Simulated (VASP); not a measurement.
Runs of VASP 6.6.1 on Si. The structure is that of space group P6_3/mmc (No. 194), or close to it. The cells are those of the table. This isn't the form of Si at room conditions, which is diamond.

| cell | gap on the mesh (eV) | pressure (GPa) | largest force (eV/Å) |
| --- | --- | --- | --- |
| a = 3.985, b = 3.985, c = 6.079 Å, angles 90.0, 90.0, 120.0°, 4 atoms | 0.27 | (a) | 0.94 |
| a = 3.831, b = 3.831, c = 6.586 Å, angles 90.0, 90.0, 120.0°, 4 atoms | 0.85 | -3.4 | 0.27 |
| a = 3.678, b = 3.678, c = 6.839 Å, angles 90.0, 90.0, 120.0°, 4 atoms | (b) | 2.0 | 0.83 |
| a = 3.831, b = 3.831, c = 6.079 Å, angles 90.0, 90.0, 120.0°, 4 atoms | 0.32 | 4.6 | 0.56 |
| a = 3.831, b = 3.831, c = 6.839 Å, angles 90.0, 90.0, 120.0°, 4 atoms | 0.75 | -5.8 | 0.33 |
| a = 3.985, b = 3.985, c = 5.826 Å, angles 90.0, 90.0, 120.0°, 4 atoms | none | 2.9 | 1.91 |
| a = 3.678, b = 3.678, c = 6.586 Å, angles 90.0, 90.0, 120.0°, 4 atoms | 0.69 | (d) | 0.81 |
| a = 4.138, b = 4.138, c = 5.826 Å, angles 90.0, 90.0, 120.0°, 4 atoms | none | (c) | 2.14 |

Alike in all rows: task single point; level r2SCAN; potentials or basis VASP PAW PBE potentials, release 64 (Si); no spin polarisation; k mesh 12 × 12 × 6; cutoff (eV) 520; smearing gaussian 0.05 eV.

**Question.** Fill in the values left out.

**Answer.** (a) -2.5; (b) 0.46; (c) -2.2; (d) 5.2.

Caveats: the PAW data sets were made with another functional, which shifts forces and pressure a little; the cell stands under tension (at least some runs); the cell stands under pressure (at least some runs); semilocal functionals underestimate gaps, so a narrow gap can read as zero (at least some runs).

A k mesh can miss the band edges.

A gap of «none» marks levels without a gap at the run's occupations.
